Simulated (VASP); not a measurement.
## CsTaAlP3: single point with PBE

Crystal: CsTaAlP3.

```xyz
6
Lattice="6.9218 0.0000 0.0000 -3.4609 5.9944 0.0000 0.0000 0.0000 3.2236" Properties=species:S:1:pos:R:3 pbc="T T T"
Cs    0.0000    0.0000    0.0000
Ta    3.4609    1.9981    0.0000
Al    0.0000    3.9963    0.0000
P    -1.7595    2.9805    1.6118
P     1.7595    2.9805    1.6118
P     0.0000    6.0279    1.6118
```

The cell was generated, and may not be a known phase.

```
Program                : VASP 6.6.1
Task                   : single point
Functional             : PBE
Potentials or basis    : VASP PAW PBE potentials, release 64 (Cs_sv, Ta_pv, Al, P)
Cutoff                 : 520 eV
k mesh                 : 3 × 3 × 4
Occupations            : gaussian, width 0.1 eV
Spin                   : no spin polarisation
Dipole correction      : no
Further INCAR settings : ALGO = Normal; EDIFF = 1e-06; NBANDS = 28
```

```json
{"Pressure": "0.1 GPa", "Largest force": "0.017 eV/Å", "Band gap on the k mesh": "zero (bands 19 and 20 overlap by 0.18 eV)"}
```

Forces in eV/Å, atoms in the order of the input:
```
Cs   0.000  0.000  0.000
Ta   0.000  0.000  0.000
Al   0.000  0.000  0.000
P   -0.014 -0.008  0.000
P    0.014 -0.008  0.000
P    0.000  0.017  0.000
```

Stress tensor (GPa, compression positive):
```
0.02 0.00 0.00
0.00 0.02 0.00
0.00 0.00 0.17
```

Levels at points of the mesh, in eV from the Fermi level:
```
           k point  band 16  band 17  band 18  band 19  band 20  band 21  band 22  band 23
(0.00, 0.00, 0.00)    -1.49    -0.71    -0.71     0.04     0.55     1.93     1.93     2.61
(0.00, 0.00, 0.50)    -3.38    -1.40    -0.36    -0.36     0.99     0.99     1.24     2.94
```

Run time: 17 s on 1 thread of AMD EPYC 9R45 96-Core Processor (Zen 5), with other jobs on the host, peak memory 0.23 GiB.

Caveat: the k points lie up to 0.49 Å⁻¹ apart; spin-orbit coupling is left out, which moves the levels of the heavy elements.
